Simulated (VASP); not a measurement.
Mg2C3, 5 atoms in the cell. Symmetry: C2/m, No. 12, monoclinic system. The conventional cell has a = 4.800 Å, b = 4.705 Å, c = 5.015 Å, α = 90.00°, β = 104.33°, γ = 90.00°. Mg (site symmetry m) has 11 C at 2.24 to 3.45 Å and 9 Mg at 3.03 to 3.36 Å within 3.5 Å. Within 1.8 Å of C (site symmetry m) lie 1 C at 1.32 Å. C (site symmetry 2/m) has 2 C at 1.32 Å within 1.8 Å. 

```yaml
Program: VASP 6.6.1
Task: single point
Functional: r2SCAN
Potentials_or_basis: VASP PAW PBE potentials, release 64 (Mg, C)
Cutoff: 520 eV
k_mesh: 8 × 8 × 6
Occupations: gaussian, width 0.05 eV
Spin: no spin polarisation
Dipole_correction: no
Further_INCAR_settings: ALGO = Normal; EDIFF = 1e-06; NBANDS = 16
```

Potentials or basis: VASP PAW PBE potentials, release 64 (Mg, C).

Launch:

```bash
$ cat potpaw_PBE.64/Mg/POTCAR potpaw_PBE.64/C/POTCAR > POTCAR
$ cp INCAR.step1 INCAR
$ mpirun -np 1 vasp_std > vasp.out
$ cp INCAR.step2 INCAR
$ mpirun -np 1 vasp_std > vasp.out
```

Hardware: 1 thread of Intel(R) Xeon(R) Platinum 8259CL CPU @ 2.50GHz (Skylake/Cascade Lake), with other jobs on the host.

Q: Estimate the wall time of this run.

A: Wall time 6.6 min on 1 thread of Intel(R) Xeon(R) Platinum 8259CL CPU @ 2.50GHz (Skylake/Cascade Lake), with other jobs on the host, peak memory 0.24 GiB. Counts: k points 114.
